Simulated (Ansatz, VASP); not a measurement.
**O: VASP beside Ansatz**

```xyz
2
Lattice="1.6860 0.9734 3.7567 -1.6860 0.9734 3.7567 0.0000 -1.9469 3.7567" Properties=species:S:1:pos:R:3 pbc="T T T"
O     0.0000    0.0000    0.6155
O     0.0000    0.0000   10.6546
```

Change from the starting cell: volume scaled by 1.02.

Alike in both runs: task single point; functional PBE; k mesh 9 × 9 × 9; occupations fermi-dirac, width 0.05 eV; no spin polarisation.

|  | VASP | Ansatz |
| --- | --- | --- |
| version | VASP 6.6.1 | Ansatz 0.2.0 |
| potentials or method | VASP PAW PBE potentials, release 64 (O), cutoff 520 eV | all-electron LAPW, scalar-relativistic |

Ansatz gave:

```
gap on the k mesh at the Fermi level (eV)                     : none
pressure (GPa)                                                : -3.9
traceless stress, the component that is largest in VASP (GPa) : -1.27
rms of the force components (eV/Å)                            : 0.534
```

Task: Estimate VASP's values.

Result: gap on the k mesh at the Fermi level (eV): none; pressure (GPa): -2.2; traceless stress, the component that is largest in VASP (GPa): 2.52; rms of the force components (eV/Å): 0.087.

Atom by atom the forces differ by 0.620 eV/Å (rms over components). A gap of «none» marks a metal or a gap that the smearing closes. Ansatz ran all-electron here, and VASP with PAW potentials.

Noted on VASP's run: the standard files for N, O and F lose accuracy on very short bonds; spin is off for a triplet molecule. Noted on Ansatz's run: spin is off for a triplet molecule.
